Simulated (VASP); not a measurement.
Input of a VASP 6.6.1 run:

The input POSCAR:

```
HfN
1.0
    2.2966786165      2.2966786165      0.0000000000
   -2.2966786165      2.2966786165      0.0000000000
    0.0000000000      0.0000000000      4.5003549526
Hf N
2 2
Direct
    0.0000000000      0.0000000000      0.0000000000
    0.5000000000      0.5000000000      0.5000000000
    0.5000000000      0.5000000000      0.0000000000
    0.0000000000      0.0000000000      0.5000000000
```

The input INCAR.step1:

```
SYSTEM = HfN
  ALGO = Normal
  EDIFF = 1E-4
  ENCUT = 520
  GGA = PE
  ISMEAR = 0
  LASPH = .True.
  LCHARG = .False.
  LREAL = .False.
  LWAVE = .True.
  NBANDS = 23
  NELM = 60
  PREC = Accurate
  SIGMA = 0.1
```

File INCAR.step2:

```
SYSTEM = HfN
  ALGO = Normal
  EDIFF = 1E-6
  ENCUT = 520
  ISIF = 2
  ISMEAR = 0
  ISTART = 1
  LASPH = .True.
  LCHARG = .False.
  LMIXTAU = .True.
  LREAL = .False.
  LWAVE = .False.
  METAGGA = R2SCAN
  NBANDS = 23
  NELM = 60
  PREC = Accurate
  SIGMA = 0.1
```

Contents of KPOINTS:

```
k-points
0
Gamma
  16 16 12
  0 0 0
```

Potentials or basis: VASP PAW PBE potentials, release 64 (Hf_pv, N).

Run with:

```sh
$ cat potpaw_PBE.64/Hf_pv/POTCAR potpaw_PBE.64/N/POTCAR > POTCAR
$ cp INCAR.step1 INCAR
$ mpirun -np 1 vasp_std > vasp.out
$ cp INCAR.step2 INCAR
$ mpirun -np 1 vasp_std > vasp.out
```

Task: Estimate the band gap on the k mesh.

Result: Zero (bands 15 and 16 overlap by 6.98 eV).

Task: What does it give for the pressure?

Result: -8.8 GPa.

Stress tensor (GPa, compression positive):
```
-11.89   0.00   0.00
  0.00 -11.89   0.00
  0.00   0.00  -2.72
```

Caveat: the cell differs from its parent crystal (biaxial strain in the a-b plane: +1.5 %, then relaxed in part); the stress differs along the axes, from -12 to -3 GPa; the PAW data sets were made with another functional, which shifts forces and pressure a little; spin-orbit coupling is left out, which moves the levels of the heavy elements.
